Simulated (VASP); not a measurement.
# GaC18 in VASP: further runs

GaC18 is run at these levels: PBE; tasks: single point.

Everything below comes from runs of VASP 6.6.1. Logs are shortened: lines on timing, memory, paths and dates and some standing lists are left out, and cuts for length are marked.

## 1. The cell of the first run

The cell holds a slab with vacuum, 19 atoms: a = 7.398 Å, b = 7.398 Å, c = 11.000 Å, α = 90.00°, β = 90.00°, γ = 120.00°.

## 2. Single point, PBE, collinear spin, zero start

Input file INCAR:

```
ALGO = Normal ; EDIFF = 1E-6
ENCUT = 520 ; GGA = PE
ISIF = 2 ; ISMEAR = 0
ISPIN = 2 ; LASPH = True
LCHARG = False ; LORBIT = 11
LREAL = Auto ; LWAVE = False
MAGMOM = 0 0 0 0 0 0 0 0 0 0 0 0 0 0 0 0 0 0 0 ; NBANDS = 62
NELM = 150 ; PREC = Accurate
SIGMA = 0.05
```

Input file KPOINTS:

```
k-points
0
Gamma
  2 2 1
```

Input file POSCAR:

```
GaC18
1.0
    7.3980000000      0.0000000000      0.0000000000
   -3.6990000000      6.4068560000      0.0000000000
    0.0000000000      0.0000000000     11.0000000000
C Ga
18 1
Direct
   -0.0026827537     -0.0067215495      0.0900945455
    0.2189498659      0.1034120324      0.0898588182
   -0.0030202569      0.3256694079      0.0901343636
    0.2188570508      0.4370433798      0.0895019091
   -0.0022810767      0.6593937807      0.0905499091
    0.2194756341      0.7706614602      0.0901219091
    0.3302552672     -0.0074883843      0.0896888182
    0.5522053643      0.1030552271      0.0901090909
    0.3287384013      0.3251267080      0.0890960909
    0.5515474688      0.4360530344      0.0877677273
    0.3299775136      0.6592859275      0.0894928182
    0.5517757394      0.7712046283      0.0890699091
    0.6637044535     -0.0070796035      0.0898475455
    0.8859095119      0.1038195645      0.0896861818
    0.6639820403      0.3250630262      0.0901368182
    0.8864883038      0.4369344340      0.0905597273
    0.6636572680      0.6602753363      0.0877366364
    0.8870847602      0.7712684662      0.0901093636
    0.6503449302      0.5485192737      0.2928018182
```

Potentials or basis: VASP PAW PBE potentials, release 64 (C, Ga_d).

The run is started by

```
> cat potpaw_PBE.64/C/POTCAR potpaw_PBE.64/Ga_d/POTCAR > POTCAR
> mpirun -np 1 vasp_std > vasp.out
```

OUTCAR:

```text
EDIFF = 1E-6
   ENCUT = 520
   GGA = PE
   ISIF = 2
   ISMEAR = 0
   ISPIN = 2
   LASPH = True
   LORBIT = 11
   LREAL = Auto
   NELM = 150
   PREC = Accurate

 ion  position               nearest neighbor table
   1  0.997  0.993  0.090-   2 1.42  14 1.42  18 1.42
   2  0.219  0.103  0.090-   1 1.42   9 1.42   7 1.42
   3  0.997  0.326  0.090-  16 1.42  14 1.42   4 1.42
   4  0.219  0.437  0.090-   9 1.42   3 1.42  11 1.42
   5  0.998  0.659  0.091-   6 1.42  16 1.43  18 1.43
   6  0.219  0.771  0.090-   5 1.42   7 1.42  11 1.42
   7  0.330  0.993  0.090-   6 1.42   8 1.42   2 1.42
   8  0.552  0.103  0.090-  13 1.42   7 1.42  15 1.42
   9  0.329  0.325  0.089-   2 1.42   4 1.42  10 1.43
  10  0.552  0.436  0.088-   9 1.43  15 1.43  17 1.44  19 2.39
  11  0.330  0.659  0.089-  12 1.42   6 1.42   4 1.42
  12  0.552  0.771  0.089-  13 1.42  11 1.42  17 1.43
  13  0.664  0.993  0.090-   8 1.42  12 1.42  14 1.42
  14  0.886  0.104  0.090-   3 1.42   1 1.42  13 1.42
  15  0.664  0.325  0.090-   8 1.42  16 1.43  10 1.43
  16  0.886  0.437  0.091-   3 1.42   5 1.43  15 1.43
  17  0.664  0.660  0.088-  12 1.43  18 1.43  10 1.44  19 2.39
  18  0.887  0.771  0.090-   1 1.42   5 1.43  17 1.43
  19  0.650  0.549  0.293-  17 2.39  10 2.39

  LATTYP: Found a hexagonal cell.
 ALAT       =     7.3980000000
 C/A-ratio  =     1.4868883482

  Lattice vectors:

 A1 = (   7.3980000000,   0.0000000000,   0.0000000000)
 A2 = (  -3.6990000000,   6.4068560000,   0.0000000000)
 A3 = (   0.0000000000,   0.0000000000,  11.0000000000)

Analysis of symmetry for initial positions (statically):
=====================================================================
 Subroutine PRICEL returns:
 Original cell was already a primitive cell.

 Routine SETGRP: Setting up the symmetry group for a
 hexagonal supercell.

 Subroutine GETGRP returns: Found  1 space group operations
 (whereof  1 operations were pure point group operations)
 out of a pool of 24 trial point group operations.

The static configuration has the point symmetry C_1 .

Analysis of symmetry for dynamics (positions and initial velocities):
=====================================================================
 Subroutine PRICEL returns:
 Original cell was already a primitive cell.

 Routine SETGRP: Setting up the symmetry group for a
 hexagonal supercell.

 Subroutine GETGRP returns: Found  1 space group operations
 (whereof  1 operations were pure point group operations)
 out of a pool of 24 trial point group operations.

The dynamic configuration has the point symmetry C_1 .

Analysis of structural, dynamic, and magnetic symmetry:
=====================================================================
 Subroutine PRICEL returns:
 Original cell was already a primitive cell.

 Routine SETGRP: Setting up the symmetry group for a
 hexagonal supercell.

 Subroutine GETGRP returns: Found  1 space group operations
 (whereof  1 operations were pure point group operations)
 out of a pool of 24 trial point group operations.

The overall configuration has the point symmetry C_1 .

 Subroutine INISYM returns: Found  1 space group operations
 (whereof  1 operations are pure point group operations),
 and found     1 'primitive' translations

----------------------------------------------------------------------------------------

                                     Primitive cell

  volume of cell :     521.3771

  direct lattice vectors                    reciprocal lattice vectors
     7.398000000  0.000000000  0.000000000     0.135171668  0.078041398  0.000000000
    -3.699000000  6.406856000  0.000000000     0.000000000  0.156082796  0.000000000
     0.000000000  0.000000000 11.000000000     0.000000000  0.000000000  0.090909091

  length of vectors
     7.398000000  7.398000054 11.000000000     0.156082797  0.156082796  0.090909091

  position of ions in fractional coordinates (direct lattice)
     0.997317246  0.993278450  0.090094546
     0.218949866  0.103412032  0.089858818
     0.996979743  0.325669408  0.090134364
     0.218857051  0.437043380  0.089501909
[... 72 lines left out ...]
   total plane-waves  NPLWV = 263424
   dimension x,y,z NGX =    56 NGY =   56 NGZ =   84
   dimension x,y,z NGXF=   112 NGYF=  112 NGZF=  168
   ions per type =              18   1
   NGX,Y,Z   is equivalent  to a cutoff of  12.58, 12.58, 12.70 a.u.
   NGXF,Y,Z  is equivalent  to a cutoff of  25.17, 25.17, 25.39 a.u.
 SYSTEM =  unknown system
   PREC   = accura    normal or accurate (medium, high low for compatibility)
   ISTART =      0    job   : 0-new  1-cont  2-samecut
   ICHARG =      2    charge: 1-file 2-atom 10-const
   ISPIN  =      2    spin polarized calculation?
   LNONCOLLINEAR =      F non collinear calculations
   LSORBIT =      F    spin-orbit coupling
   LASPH  =      T    aspherical Exc in radial PAW
   ENCUT  =  520.0 eV  38.22 Ry    6.18 a.u.  13.76 13.76 20.45*2*pi/ulx,y,z
   NELM   =    150;   NELMIN=  2; NELMDL= -5     # of ELM steps
   EDIFF  = 0.1E-05   stopping-criterion for ELM
   LREAL  =      T    real-space projection
   EDIFFG = 0.1E-04   stopping-criterion for IOM
   NSW    =      0    number of steps for IOM
   IBRION =     -1    ionic relax: 0-MD 1-quasi-New 2-CG
   NFREE  =      0    steps in history (QN), initial steepest desc. (CG)
   ISIF   =      2    stress and relaxation
   ISYM   =      2    0-nonsym 1-usesym 2-fastsym
   POTIM  = 0.5000    time-step for ionic-motion
   TEBEG  =    0.0;   TEEND  =   0.0 temperature during run
   PSTRESS=    0.0 pullay stress
   NELECT =      85.0000    total number of electrons
   NUPDOWN=      -1.0000    fix difference up-down
   EMIN   =  10.00;   EMAX   =-10.00  energy-range for DOS
   EFERMI =   0.00;   METHOD = LEGACY
   ISMEAR =     0;   SIGMA  =   0.05  broadening in eV -4-tet -1-fermi 0-gaus
   EFERMI_NEDOS =   21; number of points for ismear=-14 and -15
   IALGO  =     38    algorithm
   IMIX   =      4    mixing-type and parameters
     AMIX     =   0.40;   BMIX     =  1.00
     AMIX_MAG =   1.60;   BMIX_MAG =  1.00
  volume/ion in A,a.u.               =      27.44       185.18
  Fermi-wavevector in a.u.,A,eV,Ry     =   0.894329  1.690036 10.882263  0.799824
  Thomas-Fermi vector in A             =   2.016520
   LORBIT       =     11    0 simple, 1 ext, 2 COOP (PROOUT), +10 PAW based schemes
   GGA     = PE    functional components
   LHFCALC =     F    Hartree Fock is set to
   AEXX    =    0.0000 exact exchange contribution
   IVDW    =     0    specifies the selected vdW correction
   LEPSILON=     F    determine dielectric tensor
   LRPA    =     F    only Hartree local field effects (RPA)
 spin polarized calculation
 Gauss-broadening in eV      SIGMA  =   0.05
  energy-cutoff  :      520.00
  volume of cell :      521.38
 maximum number of plane-waves:     14099
 NGX is ok and might be reduce to    56
   NGX = 27   NGY = 27   NGZ = 41

 number of electron      84.9999993 magnetization      -0.0000000

 number of electron      84.9999993 magnetization       0.0000000

 Free energy of the ion-electron system (eV)
  ---------------------------------------------------
  ext. energy  EPLUGINS =         0.00000000
  ---------------------------------------------------
  free energy    TOTEN  =      -167.23722829 eV

  energy without entropy =     -167.23722829  energy(sigma->0) =     -167.23722829

 E-fermi :  -0.4592     XC(G=0):  -4.4991

 val. band max:       -0.7671893524   @ k =   0.0000   0.0000   0.0000
 cond. band min:       0.1447324129   @ k =   0.5000   0.5000   0.0000
 fundamental gap:      0.9119217653
 Fermi energy:        -0.4592119811

 spin component 1

 k-point     1 :       0.0000    0.0000    0.0000
  band No.  band energies     occupation
      1     -20.2875      1.00000
      2     -17.9619      1.00000
      3     -17.7417      1.00000
      4     -17.6978      1.00000
      5     -17.5990      1.00000
      6     -17.5712      1.00000
[... 217 lines left out ...]
     53       4.1024      0.00000
     54       4.3527      0.00000
 Fermi energy:        -0.4592119811

 spin component 2

 k-point     1 :       0.0000    0.0000    0.0000
  band No.  band energies     occupation
      1     -20.2875      1.00000
      2     -17.9619      1.00000
      3     -17.7417      1.00000
      4     -17.6978      1.00000
      5     -17.5990      1.00000
      6     -17.5712      1.00000
[... 217 lines left out ...]
     53       4.1024      0.00000
     54       4.3527      0.00000
 [bands above 54 left out]

------------------------ aborting loop because EDIFF is reached ----------------------------------------

  FORCE on cell =-STRESS in cart. coord.  units (eV):
  Direction    XX          YY          ZZ          XY          YZ          ZX
  --------------------------------------------------------------------------------------
  -------------------------------------------------------------------------------------
  Total        5.3110789      5.1121852     -0.0644679     -0.0021996      0.0054921      0.3257432
  in kB       16.3207970     15.7096022     -0.1981081     -0.0067592      0.0168771      1.0009997
  external PRESSURE =      10.6107637 kB  Pullay stress =       0.0000000 kB

 VOLUME and BASIS-vectors are now :
 -----------------------------------------------------------------------------
  energy-cutoff  :      520.00
  volume of cell :      521.38
      direct lattice vectors                 reciprocal lattice vectors
     7.398000000  0.000000000  0.000000000     0.135171668  0.078041398  0.000000000
    -3.699000000  6.406856000  0.000000000     0.000000000  0.156082796  0.000000000
     0.000000000  0.000000000 11.000000000     0.000000000  0.000000000  0.090909091

 POSITION                                       TOTAL-FORCE (eV/Angst)
 -----------------------------------------------------------------------------------
      3.70402      6.36379      0.99104        -0.003963      0.007123      0.002433
      1.23727      0.66255      0.98845        -0.010066      0.001149      0.000527
      6.17100      2.08652      0.99148        -0.003484      0.003777     -0.002603
      0.00248      2.80007      0.98452        -0.007645     -0.002911     -0.011223
      4.94203      4.22464      0.99605        -0.005976      0.000102      0.007780
     -1.22700      4.93752      0.99134        -0.011726     -0.008032     -0.001753
[... 11 lines left out ...]
      3.70973      4.94141      0.99120        -0.009648     -0.002744      0.014215
      2.78228      3.51428      3.22082         0.143219     -0.000639      0.021418
 -----------------------------------------------------------------------------------
    total drift:                               -0.009558      0.002365      0.009559

  FREE ENERGIE OF THE ION-ELECTRON SYSTEM (eV)
  ---------------------------------------------------
  free  energy   TOTEN  =      -167.2372282905 eV

  energy  without entropy=     -167.2372282905  energy(sigma->0) =     -167.23722829

 total charge

# of ion       s       p       d       tot
------------------------------------------
    1        0.861   1.799   0.000   2.660
    2        0.861   1.798   0.000   2.659
    3        0.861   1.799   0.000   2.660
    4        0.861   1.795   0.000   2.656
    5        0.861   1.792   0.000   2.653
    6        0.861   1.799   0.000   2.660
[... 11 lines left out ...]
   18        0.861   1.788   0.000   2.649
   19        1.220   0.241   9.945  11.406
--------------------------------------------------
tot         16.719  32.536   9.945  59.199

 magnetization (x)

# of ion       s       p       d       tot
------------------------------------------
    1        0.000  -0.000   0.000   0.000
    2       -0.000  -0.000   0.000  -0.000
    3       -0.000  -0.000   0.000  -0.000
    4        0.000   0.000   0.000   0.000
    5        0.000   0.000   0.000   0.000
    6       -0.000  -0.000   0.000  -0.000
[... 11 lines left out ...]
   18       -0.000  -0.000   0.000  -0.000
   19        0.000   0.000   0.000   0.000
--------------------------------------------------
tot         -0.000  -0.000   0.000  -0.000
```

Run time: 10 min. Hardware: 1 thread of Intel Xeon Platinum 8259CL at 2.50GHz (Skylake/Cascade Lake), shared host; peak memory 0.8 GiB.

Results:

```
Free energy                                           : -167.2372 eV
Largest force                                         : 0.145 eV/Å
Net moment                                            : 0.00 μB per cell
Valence electrons inside the program's atomic spheres : C 2.66, 2.65 (each value once); Ga 11.41
```

Forces in eV/Å, atoms in the order of the input:
```
C   -0.004  0.007  0.002
C   -0.010  0.001  0.001
C   -0.003  0.004 -0.003
C   -0.008 -0.003 -0.011
C   -0.006  0.000  0.008
C   -0.012 -0.008 -0.002
C   -0.004 -0.002 -0.005
C   -0.009  0.001 -0.002
C   -0.010  0.001 -0.007
C   -0.009 -0.003 -0.008
C   -0.009  0.003 -0.013
C   -0.001 -0.005 -0.005
C   -0.010  0.001 -0.004
C   -0.003  0.003  0.000
C   -0.011 -0.005  0.010
C   -0.009  0.000  0.011
C   -0.016  0.008 -0.008
C   -0.010 -0.003  0.014
Ga   0.143 -0.001  0.021
```

Caveat: the k points lie up to 0.49 Å⁻¹ apart.

[end of part 1 of 2]
